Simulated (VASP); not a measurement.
Crystal: GaSn3.

```
CELL_PARAMETERS angstrom
6.47346 0.00000 0.00000
-3.23673 5.60618 0.00000
0.00000 0.00000 5.54997
ATOMIC_POSITIONS crystal
Ga 0.66667 0.33333 0.25000
Ga 0.33333 0.66667 0.75000
Sn 0.33664 0.16832 0.75000
Sn 0.83168 0.16832 0.75000
Sn 0.83168 0.66336 0.75000
Sn 0.66336 0.83168 0.25000
Sn 0.16832 0.83168 0.25000
Sn 0.16832 0.33664 0.25000
```

```yaml
Program: VASP 6.6.1
Task: relaxation of cell and atoms
Functional: PBEsol
Potentials_or_basis: VASP PAW PBE potentials, release 64 (Ga_d, Sn_d)
Cutoff: 600 eV
k_mesh: 4 × 4 × 4
Occupations: fermi-dirac, width 0.1 eV
Spin: no spin polarisation
```

At the start: pressure -1.6 GPa; volume 25.18 Å³/atom.

How do energy, volume and symmetry change on relaxing?

Over 5 steps the energy falls by 6.0 meV/atom and the volume is 24.44 Å³/atom (-2.9 %); space group P6_3/mmc (No. 194, to 0.05 Å).

Step by step:
```tsv
step	energy change (eV)	largest force (eV/Å)	pressure (GPa)	volume (Å³)
1	0.0000	0.0234	-1.65	201.42
2	-0.0433	0.0054	0.31	193.96
3	-0.0436	0.0029	0.14	194.54
4	-0.0462	0.0046	0.08	194.87
5	-0.0481	0.0101	-0.04	195.49
```

Final structure:
```xyz
8
Lattice="6.4660 0.0000 0.0000 -3.2330 5.5997 0.0000 0.0000 0.0000 5.3992" Properties=species:S:1:pos:R:3 pbc="T T T"
Ga    3.2330    1.8666    1.3498
Ga    0.0000    3.7332    4.0494
Sn    1.6319    0.9422    4.0494
Sn    4.8341    0.9422    4.0494
Sn    3.2330    3.7154    4.0494
Sn    1.6011    4.6576    1.3498
Sn   -1.6011    4.6576    1.3498
Sn    0.0000    1.8843    1.3498
```

Caveat: the PAW data sets were made with another functional, which shifts forces and pressure a little.
